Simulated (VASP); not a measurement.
# In3Sb: single point with PBEsol+D3(BJ)

In3Sb:

```
CELL_PARAMETERS angstrom
4.83696 0.00000 0.00000
0.00000 4.83696 0.00000
0.00000 0.00000 4.83696
ATOMIC_POSITIONS crystal
In 0.50000 0.50000 0.00000
In 0.50000 0.00000 0.50000
In 0.00000 0.50000 0.50000
Sb 0.00000 0.00000 0.00000
```

```yaml
Program: VASP 6.6.1
Task: single point
Functional: PBEsol
Dispersion: D3(BJ)
Potentials_or_basis: VASP PAW PBE potentials, release 64 (In_d, Sb)
Cutoff: 520 eV
k_mesh: 4 × 4 × 4
Occupations: fermi-dirac, width 0.02 eV
Spin: no spin polarisation
Dipole_correction: no
Further_INCAR_settings: ALGO = Normal; EDIFF = 1e-07; NBANDS = 30
```

```
Pressure                   : -5.3 GPa
Band gap on the k mesh     : zero (band 22 reaches 7.02 eV, above the bottom of band 23 at 3.61 eV)
Dispersion energy per atom : -0.366 eV
```

Levels at points of the mesh, in eV from the Fermi level:
```csv
k point,band 18,band 19,band 20,band 21,band 22,band 23,band 24,band 25,band 26,band 27
"(0.00, 0.00, 0.00)",-3.02,-3.02,-3.02,-2.59,-2.59,2.05,2.05,2.05,3.61,3.61
"(0.50, 0.00, 0.00)",-4.13,-2.04,-1.73,-1.73,-0.42,-0.42,-0.04,0.88,4.15,4.26
"(0.50, 0.50, 0.00)",-6.11,-5.90,-0.77,-0.32,0.08,0.08,1.11,1.33,1.33,1.59
"(0.50, 0.50, 0.50)",-4.63,-4.63,-4.13,-4.13,-4.13,-3.33,5.03,5.03,5.03,7.59
```

Run time: 26 s on 1 thread of Intel(R) Xeon(R) Platinum 8375C CPU @ 2.90GHz (Ice Lake), with other jobs on the host, peak memory 0.22 GiB.

Caveat: three body term missing; the PAW data sets were made with another functional, which shifts forces and pressure a little; spin-orbit coupling is left out, which moves the levels of the heavy elements; pairwise dispersion overbinds metals, which lowers pressure and volume.
